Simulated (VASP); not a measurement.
# Ti (Im-3m) in VASP: settings compared, part 2 of 2

VASP 6.6.1. Earlier steps stand in the parts before.

## 3. Single point, r2SCAN (volume scaled by 1.10)

POSCAR

```
Ti
1.0
   -1.6783789435      1.6783789435      1.6783789435
    1.6783789435     -1.6783789435      1.6783789435
    1.6783789435      1.6783789435     -1.6783789435
Ti
1
Direct
    0.0000000000      0.0000000000      0.0000000000
```

INCAR.step1

```
SYSTEM = Ti
PREC = Accurate
ENCUT = 520
ISMEAR = 0
SIGMA = 0.1
LREAL = .FALSE.
LASPH = .TRUE.
NELM = 100
NBANDS = 12
GGA = PE
ALGO = Normal
EDIFF = 1E-4
LWAVE = .TRUE.
LCHARG = .FALSE.
```

INCAR.step2

```
SYSTEM = Ti
PREC = Accurate
ENCUT = 520
EDIFF = 1E-7
ISMEAR = 0
SIGMA = 0.1
LREAL = .FALSE.
LASPH = .TRUE.
NELM = 100
ALGO = Normal
ISIF = 2
LWAVE = .FALSE.
LCHARG = .FALSE.
METAGGA = R2SCAN
LMIXTAU = .TRUE.
NBANDS = 12
ISTART = 1
```

KPOINTS

```
regular mesh
0
G
  18 18 18
  0 0 0
```

Potentials or basis: VASP PAW PBE potentials, release 64 (Ti_sv).

On the command line:

```
cat potpaw_PBE.64/Ti_sv/POTCAR > POTCAR
cp INCAR.step1 INCAR
mpirun -np 1 vasp_std > vasp.out
cp INCAR.step2 INCAR
mpirun -np 1 vasp_std > vasp.out
```

Run time: 1.7 min. Hardware: 1 thread of Intel Xeon Platinum 8488C (Sapphire Rapids), shared host; peak memory 0.17 GiB.

The run converged. Its results:

```
Free energy            : -12.7724 eV
Pressure               : -8.7 GPa
Band gap on the k mesh : zero (band 6 reaches 8.31 eV, above the bottom of band 7 at 6.60 eV)
```

Levels at points of the mesh, in eV from the Fermi level:
| k point | band 2 | band 3 | band 4 | band 5 | band 6 | band 7 | band 8 | band 9 | band 10 | band 11 |
| --- | --- | --- | --- | --- | --- | --- | --- | --- | --- | --- |
| (0.00, 0.00, 0.00) | -34.00 | -34.00 | -34.00 | -6.15 | 1.05 | 1.05 | 1.05 | 2.65 | 2.65 | 17.48 |
| (0.50, 0.00, 0.00) | -34.52 | -34.16 | -34.00 | -2.38 | -0.26 | 0.73 | 2.64 | 2.96 | 4.02 | 8.24 |
| (0.50, 0.50, 0.50) | -34.36 | -34.36 | -34.36 | -1.98 | -1.98 | 3.70 | 3.70 | 3.70 | 8.06 | 8.06 |

Caveat: the cell differs from its parent crystal (volume scaled by 1.10); the PAW data sets were made with another functional, which shifts forces and pressure a little.

## 4. Single point, r2SCAN

This run uses another cell than the first one: it holds 8 atoms, not 1.

POSCAR

```
Ti
1.0
    3.2517897406      3.2517897406      3.2517897406
   -3.2517897406      3.2517897406     -3.2517897406
   -3.2517897406     -3.2517897406      3.2517897406
Ti
8
Direct
    0.0000000000      0.5000000000      0.5000000000
    0.0000000000      0.5000000000      0.0000000000
    0.0000000000      0.0000000000      0.5000000000
    0.0000000000      0.0000000000      0.0000000000
    0.5000000000      0.5000000000      0.5000000000
    0.5000000000      0.5000000000      0.0000000000
    0.5000000000      0.0000000000      0.5000000000
    0.5000000000      0.0000000000      0.0000000000
```

INCAR.step1

```
PREC = Accurate
ENCUT = 520
ISMEAR = 0
SIGMA = 0.15
LREAL = False
LASPH = True
NELM = 60
NBANDS = 58
GGA = PE
ALGO = Normal
EDIFF = 1E-4
LWAVE = True
LCHARG = False
```

INCAR.step2

```
PREC = Accurate
ENCUT = 520
EDIFF = 1E-7
ISMEAR = 0
SIGMA = 0.15
LREAL = False
LASPH = True
NELM = 60
ALGO = Normal
ISIF = 2
LWAVE = False
LCHARG = True
METAGGA = R2SCAN
LMIXTAU = True
LELF = True
LVHAR = True
NBANDS = 58
ISTART = 1
```

KPOINTS

```
regular mesh
0
Gamma
  8 8 8
```

Potentials or basis: VASP PAW PBE potentials, release 64 (Ti_sv).

On the command line:

```
cat potpaw_PBE.64/Ti_sv/POTCAR > POTCAR
cp INCAR.step1 INCAR
mpirun -np 1 vasp_std > vasp.out
cp INCAR.step2 INCAR
mpirun -np 1 vasp_std > vasp.out
```

OUTCAR:

```text
PREC = Accurate
   ENCUT = 520
   EDIFF = 1E-7
   ISMEAR = 0
   LREAL = False
   LASPH = True
   NELM = 60
   ISIF = 2
   METAGGA = R2SCAN
   ISTART = 1

 ion  position               nearest neighbor table
   1  0.000  0.500  0.500-   2 2.82   3 2.82   5 2.82   8 2.82   2 2.82   3 2.82   5 2.82   8 2.82

   2  0.000  0.500  0.000-   1 2.82   4 2.82   6 2.82   7 2.82   1 2.82   4 2.82   6 2.82   7 2.82

[... 1693 lines left out ...]
  Total        0.4851378      0.4851378      0.4851378     -0.0000000      0.0000000     -0.0000000
  in kB        5.6512994      5.6512994      5.6512994     -0.0000000      0.0000000     -0.0000000
  external PRESSURE =       5.6512994 kB  Pullay stress =       0.0000000 kB

 VOLUME and BASIS-vectors are now :
 -----------------------------------------------------------------------------
  energy-cutoff  :      520.00
  volume of cell :      137.54
      direct lattice vectors                 reciprocal lattice vectors
     3.251789741  3.251789741  3.251789741     0.000000000  0.153761479  0.153761479
    -3.251789741  3.251789741 -3.251789741    -0.153761479  0.153761479  0.000000000
    -3.251789741 -3.251789741  3.251789741    -0.153761479  0.000000000  0.153761479

 POSITION                                       TOTAL-FORCE (eV/Angst)
 -----------------------------------------------------------------------------------
     -3.25179      0.00000      0.00000         0.000000      0.000000      0.000000
     -1.62589      1.62589     -1.62589         0.000000     -0.000000      0.000000
     -1.62589     -1.62589      1.62589         0.000000      0.000000     -0.000000
      0.00000      0.00000      0.00000         0.000000     -0.000000     -0.000000
     -1.62589      1.62589      1.62589        -0.000000      0.000000     -0.000000
      0.00000      3.25179      0.00000        -0.000000     -0.000000      0.000000
      0.00000      0.00000      3.25179         0.000000     -0.000000      0.000000
      1.62589      1.62589      1.62589        -0.000000      0.000000     -0.000000
 -----------------------------------------------------------------------------------
    total drift:                                0.000000      0.000000     -0.000000

  FREE ENERGIE OF THE ION-ELECTRON SYSTEM (eV)
  ---------------------------------------------------
  free  energy   TOTEN  =      -102.6054404601 eV

  energy  without entropy=     -102.4049618218  energy(sigma->0) =     -102.50520114
```

OUTCAR.step1:

```text
PREC = Accurate
   ENCUT = 520
   ISMEAR = 0
   LREAL = False
   LASPH = True
[... 1721 lines left out ...]
     -1.62589      1.62589      1.62589         0.000000      0.000000     -0.000000
      0.00000      3.25179      0.00000         0.000000      0.000000      0.000000
      0.00000      0.00000      3.25179        -0.000000     -0.000000     -0.000000
      1.62589      1.62589      1.62589        -0.000000     -0.000000      0.000000
 -----------------------------------------------------------------------------------
    total drift:                                0.000000      0.000000     -0.000000

  FREE ENERGIE OF THE ION-ELECTRON SYSTEM (eV)
  ---------------------------------------------------
  free  energy   TOTEN  =       -61.9008817474 eV

  energy  without entropy=      -61.7001755724  energy(sigma->0) =      -61.80052866
```

It took 17 min on 1 thread of Intel Xeon 6975P-C (Granite Rapids), shared host; peak memory 0.37 GiB.

Results:

```
Free energy            : -102.6054 eV
Pressure               : 0.6 GPa
Band gap on the k mesh : zero (band 48 reaches 9.22 eV, above the bottom of band 49 at 8.07 eV)
```

Levels at points of the mesh, in eV from the Fermi level:
```csv
k point,band 44,band 45,band 46,band 47,band 48,band 49,band 50,band 51,band 52,band 53
"(0.00, 0.00, 0.00)",-0.34,-0.34,-0.34,-0.34,0.99,0.99,0.99,0.99,0.99,0.99
"(0.50, 0.00, 0.00)",-0.63,-0.63,-0.63,-0.03,-0.03,-0.03,-0.03,0.35,0.35,0.51
"(0.50, 0.50, 0.50)",-0.67,0.02,0.02,0.02,0.02,0.02,0.02,1.43,1.43,1.43
```

Caveat: the PAW data sets were made with another functional, which shifts forces and pressure a little.

## 5. Single point, r2SCAN

This run uses another cell than the first one, of 17.19 Å³/atom, 0.943 times its volume.

POSCAR

```
Ti
1.0
    2.8161325238      0.0000000000      0.0000000000
   -0.9387108413      2.6550752057      0.0000000000
    0.9387108413      1.3275376029      2.2993625771
Ti
1
Direct
    0.0000000000      0.0000000000      0.0000000000
```

INCAR.step1

```
SYSTEM = Ti
ALGO = Normal ; EDIFF = 1E-4
ENCUT = 520 ; GGA = PE
ISMEAR = 0 ; ISYM = 0
LASPH = .TRUE. ; LCHARG = .FALSE.
LREAL = .FALSE. ; LWAVE = .TRUE.
NBANDS = 12 ; NELM = 60
PREC = Accurate ; SIGMA = 0.1
```

INCAR.step2

```
SYSTEM = Ti
ALGO = Normal ; EDIFF = 1E-7
ENCUT = 520 ; ISIF = 2
ISMEAR = 0 ; ISTART = 1
ISYM = 0 ; LASPH = .TRUE.
LCHARG = .TRUE. ; LELF = .TRUE.
LMIXTAU = .TRUE. ; LREAL = .FALSE.
LVHAR = .TRUE. ; LWAVE = .FALSE.
METAGGA = R2SCAN ; NBANDS = 12
NELM = 60 ; PREC = Accurate
SIGMA = 0.1
```

KPOINTS

```
k-points
0
G
  13 13 15
  0 0 0
```

On the command line:

```
cat potpaw_PBE.64/Ti_sv/POTCAR > POTCAR
cp INCAR.step1 INCAR
mpirun -np 1 vasp_std > vasp.out
cp INCAR.step2 INCAR
mpirun -np 1 vasp_std > vasp.out
```

It took 6.1 min on 1 thread of Intel Xeon 6975P-C (Granite Rapids), shared host; peak memory 0.36 GiB.

It converged, with:

```
Free energy            : -12.8190 eV
Pressure               : 0.4 GPa
Band gap on the k mesh : zero (band 6 reaches 9.38 eV, above the bottom of band 7 at 7.59 eV)
```

Levels at points of the mesh, in eV from the Fermi level:
| k point | band 4 | band 5 | band 6 | band 7 | band 8 | band 9 |
| --- | --- | --- | --- | --- | --- | --- |
| (0.00, 0.00, 0.00) | -33.67 | -6.36 | 1.16 | 1.16 | 1.16 | 2.96 |

Caveat: the PAW data sets were made with another functional, which shifts forces and pressure a little.

## 6. Single point, LDA

This run uses another cell than the first one, of 17.19 Å³/atom, 0.943 times its volume.

INCAR

```
SYSTEM = Ti
ALGO = Normal ; EDIFF = 1E-6
ENCUT = 500 ; GGA_COMPAT = .False.
ISIF = 2 ; ISMEAR = 0
ISYM = 0 ; LASPH = .True.
LCHARG = .False. ; LREAL = .False.
LWAVE = .False. ; NBANDS = 12
NELM = 120 ; PREC = Accurate
SIGMA = 0.1
```

KPOINTS

```
k-points
0
Gamma
  11 11 21
  0 0 0
```

POSCAR

```
Ti
1.0
    3.2517897444      0.0000000000      0.0000000000
    0.0000000000      3.2517897444      0.0000000000
    1.6258948722     -1.6258948722      1.6258948722
Ti
1
Direct
    0.0000000000      0.0000000000      0.0000000000
```

Potentials or basis: VASP PAW LDA potentials, release 64 (Ti_sv).

On the command line:

```
cat potpaw_LDA.64/Ti_sv/POTCAR > POTCAR
mpirun -np 1 vasp_std > vasp.out
```

It took 8.8 min on 1 thread of AMD EPYC 7R13, shared host; peak memory 0.3 GiB.

It converged, with:

- Free energy: -8.4278 eV
- Pressure: -8.6 GPa
- Band gap on the k mesh: zero (band 6 reaches 8.91 eV, above the bottom of band 7 at 7.33 eV)

Levels at points of the mesh, in eV from the Fermi level:
```csv
k point,band 2,band 3,band 4,band 5,band 6,band 7,band 8,band 9,band 10,band 11
"(0.00, 0.00, 0.00)",-32.02,-32.02,-32.02,-5.89,0.96,0.96,0.96,2.76,2.76,17.57
```

## 7. Summary

```tsv
level	potentials or basis	cell	k mesh	cutoff (eV)	smearing	gap on the mesh (eV)	pressure (GPa)
r2SCAN	VASP PAW PBE potentials, release 64 (Ti_sv)	a = 2.871 Å, angles 109.5°, 1 atom	18 × 18 × 18	520	gaussian 0.1 eV	none	-5.7
r2SCAN	VASP PAW PBE potentials, release 64 (Ti_sv)	a = 2.907 Å, angles 109.5°, 1 atom	18 × 18 × 18	520	gaussian 0.1 eV	none	-8.7
r2SCAN	VASP PAW PBE potentials, release 64 (Ti_sv)	a = 5.632 Å, angles 109.5°, 8 atoms	8 × 8 × 8	520	gaussian 0.15 eV	none	0.6
r2SCAN	VASP PAW PBE potentials, release 64 (Ti_sv)	a = 2.816 Å, angles 70.5, 70.5, 109.5°, 1 atom	13 × 13 × 15	520	gaussian 0.1 eV	none	0.4
LDA	VASP PAW LDA potentials, release 64 (Ti_sv)	a = 3.252, b = 3.252, c = 2.816 Å, angles 125.3, 54.7, 90.0°, 1 atom	11 × 11 × 21	500	gaussian 0.1 eV	none	-8.6
```

Alike in all rows: task single point; no spin polarisation.

Caveats: the PAW data sets were made with another functional, which shifts forces and pressure a little (some runs).

Absolute energies hang on the potentials; compare differences alone.
